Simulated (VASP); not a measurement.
A run of VASP 6.6.1 is set up as follows.

File POSCAR:

```
Fe
1.0
   -1.4984397099      0.0000000000      1.9651051623
    1.4984397099      0.0000000000      1.9651051623
    0.0000000000      3.8834793812      0.0000000000
Fe
2
Direct
    0.0000000000      0.0000000000      0.0000000000
    0.5000000000      0.5000000000      0.5000000000
```

File INCAR.step1:

```
ALGO     = Normal         # electronic algorithm
EDIFF    = 1E-4           # SCF threshold, eV
ENCUT    = 520            # plane-wave cutoff, eV
GGA      = PE             # functional
ISMEAR   = -1             # smearing method
LASPH    = T              # aspherical terms in the spheres
LCHARG   = F              # write CHGCAR
LREAL    = F              # projectors in reciprocal space
LWAVE    = T              # write WAVECAR
NBANDS   = 15             # bands
NELM     = 100            # most SCF steps
PREC     = Accurate       # precision mode
SIGMA    = 0.1            # smearing width, eV
```

File INCAR.step2:

```
ALGO     = Normal         # electronic algorithm
EDIFF    = 1E-7           # SCF threshold, eV
ENCUT    = 520            # plane-wave cutoff, eV
ISIF     = 2              # what is computed and relaxed
ISMEAR   = -1             # smearing method
ISTART   = 1            
LASPH    = T              # aspherical terms in the spheres
LCHARG   = F              # write CHGCAR
LMIXTAU  = T            
LREAL    = F              # projectors in reciprocal space
LWAVE    = F              # write WAVECAR
METAGGA  = R2SCAN         # meta-GGA
NBANDS   = 15             # bands
NELM     = 100            # most SCF steps
PREC     = Accurate       # precision mode
SIGMA    = 0.1            # smearing width, eV
```

Contents of KPOINTS:

```
k-points
0
Gamma
  11 11 7
```

Potentials or basis: VASP PAW PBE potentials, release 64 (Fe).

Run with:

```bash
$ cat potpaw_PBE.64/Fe/POTCAR > POTCAR
$ cp INCAR.step1 INCAR
$ mpirun -np 1 vasp_std > vasp.out
$ cp INCAR.step2 INCAR
$ mpirun -np 1 vasp_std > vasp.out
```

(1) What does it give for the band gap on the k mesh?

(2) What does it give for the pressure?

Answers

(1) zero (bands 8 and 9 overlap by 1.62 eV).

(2) -26.7 GPa.

Caveat: the cell stands under tension; the PAW data sets were made with another functional, which shifts forces and pressure a little; the run has no spin polarisation, though such a crystal can be magnetic.
